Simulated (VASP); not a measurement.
Here is a VASP 6.6.1 calculation.

Contents of INCAR:

```
SYSTEM = BP
PREC = Accurate
ENCUT = 600
EDIFF = 1E-6
ISMEAR = -1
SIGMA = 0.02
LREAL = .False.
LASPH = .True.
NELM = 80
ALGO = Normal
ISIF = 3
LWAVE = .False.
LCHARG = .False.
IBRION = 2
NSW = 80
EDIFFG = -0.005
```

File KPOINTS:

```
regular mesh
0
Gamma
  8 8 8
  0 0 0
```

File POSCAR:

```
BP
1.0
    0.0000000000      2.2742185854      2.2742185854
    2.2742185854      0.0000000000      2.2742185854
    2.2742185854      2.2742185854      0.0000000000
B P
1 1
Direct
    0.0000000000      0.0000000000      0.0000000000
    0.2500000000      0.2500000000      0.2500000000
```

Potentials or basis: VASP PAW LDA potentials, release 64 (B, P).

Launch:

```bash
$ cat potpaw_LDA.64/B/POTCAR potpaw_LDA.64/P/POTCAR > POTCAR
$ mpirun -np 1 vasp_std > vasp.out
```

Estimate the relaxed volume.

11.31 Å³/atom.

Estimate the space group after relaxing (to 0.05 Å).

F-43m (No. 216).

What does it give for the band gap on the k mesh?

1.18 eV, indirect (least direct gap 3.43 eV).

Estimate the relaxed cell.

a = 3.175 Å, b = 3.175 Å, c = 3.175 Å, α = 60.00°, β = 60.00°, γ = 60.00°.

Final structure:
```xyz
2
Lattice="0.0000 2.2450 2.2450 2.2450 0.0000 2.2450 2.2450 2.2450 0.0000" Properties=species:S:1:pos:R:3 pbc="T T T"
B     0.0000    0.0000    0.0000
P     1.1225    1.1225    1.1225
```

A k mesh can miss the band edges. Zero-point motion and thermal expansion aren't in these numbers.
